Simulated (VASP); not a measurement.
Crystal: Nb.

```
CELL_PARAMETERS angstrom
2.94032 0.00000 0.00000
-1.47016 2.54639 0.00000
0.00000 0.00000 9.60308
ATOMIC_POSITIONS crystal
Nb 0.00000 0.00000 0.00000
Nb 0.00000 0.00000 0.50000
Nb 0.33333 0.66667 0.25000
Nb 0.66667 0.33333 0.75000
```

This isn't the form of Nb at room conditions, which is bcc.

| Quantity | Value |
| --- | --- |
| Program | VASP 6.6.1 |
| Task | relaxation of cell and atoms |
| Functional | PBE |
| Potentials or basis | VASP PAW PBE potentials, release 64 (Nb_sv) |
| Cutoff | 600 eV |
| k mesh | 12 × 12 × 4 |
| Occupations | fermi-dirac, width 0.1 eV |
| Spin | no spin polarisation |

At the start: pressure 7.0 GPa; volume 17.98 Å³/atom.

Problem. How do energy, volume and symmetry change on relaxing?

Solution. Over 13 steps the energy falls by 52.5 meV/atom and the volume is 18.66 Å³/atom (+3.8 %); space group P6_3/mmc (No. 194, to 0.1 Å) before and after.

The path:
| step | energy change (eV) | largest force (eV/Å) | pressure (GPa) | volume (Å³) |
| --- | --- | --- | --- | --- |
| 1 | 0.0000 | 0.0000 | 6.98 | 71.90 |
| 2 | 0.0955 | 0.0000 | -10.24 | 80.34 |
| 3 | -0.0726 | 0.0000 | -0.71 | 75.14 |
| 4 | -0.1074 | 0.0000 | -0.88 | 75.17 |
| 5 | -0.2043 | 0.0000 | -1.07 | 75.10 |
| 6 | 0.2694 | 0.0000 | 4.21 | 74.26 |
| 7 | -0.2082 | 0.0000 | -0.98 | 75.07 |
| 8 | -0.2088 | 0.0000 | -0.92 | 75.05 |
| 9 | -0.1978 | 0.0000 | 2.97 | 73.30 |
| 10 | -0.2101 | 0.0000 | 0.03 | 74.63 |
| 11 | -0.2101 | 0.0000 | -0.02 | 74.64 |
| 12 | -0.2101 | 0.0000 | -0.06 | 74.64 |
| 13 | -0.2101 | 0.0000 | -0.02 | 74.62 |

Final structure:
```xyz
4
Lattice="2.8649 0.0000 0.0000 -1.4325 2.4811 0.0000 0.0000 0.0000 10.4982" Properties=species:S:1:pos:R:3 pbc="T T T"
Nb   -1.4325    2.4811    0.0000
Nb   -1.4325    2.4811    5.2491
Nb    0.0000    1.6541    2.6246
Nb    1.4325    0.8270    7.8737
```
